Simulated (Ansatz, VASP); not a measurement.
Two plane-wave programs on NiO2

```xyz
3
Lattice="2.8420 0.0000 0.0000 -1.4210 2.4612 0.0000 0.0000 0.0000 4.7717" Properties=species:S:1:pos:R:3 pbc="T T T"
Ni    0.0000    0.0000    2.3859
O     1.4210    0.8204    3.1014
O     0.0000    1.6408    1.6703
```

Alike in both runs: task single point; functional PBEsol; k mesh 12 × 12 × 6; occupations gaussian, width 0.05 eV; no spin polarisation.

```csv
,VASP,Ansatz
version,VASP 6.6.1,Ansatz 0.2.0
potentials or method,"VASP PAW PBE potentials, release 64 (Ni_sv_GW, O), cutoff 700 eV","scalar-relativistic, plane waves, PAW"
valence electrons in the cell,30,30
```

|  | VASP | Ansatz | Ansatz less VASP |
| --- | --- | --- | --- |
| gap on the k mesh at the Fermi level (eV) | 0.75 | 0.76 | +0.006 |
| least direct gap on the mesh (eV) | 1.23 | 1.23 | +0.004 |
| pressure (GPa) | 24.5 | 24.5 | -0.01 |
| traceless stress, the component that is largest in VASP (GPa) | 1.36 | 2.13 | +0.773 |
| rms of the force components (eV/Å) | 1.847 | 1.834 | -0.0132 |

VASP's potentials were made for PBE, not for PBEsol. Atom by atom the forces differ by 0.013 eV/Å (rms over components). With one functional, cell and mesh, what is left measures potentials, basis and numerics.
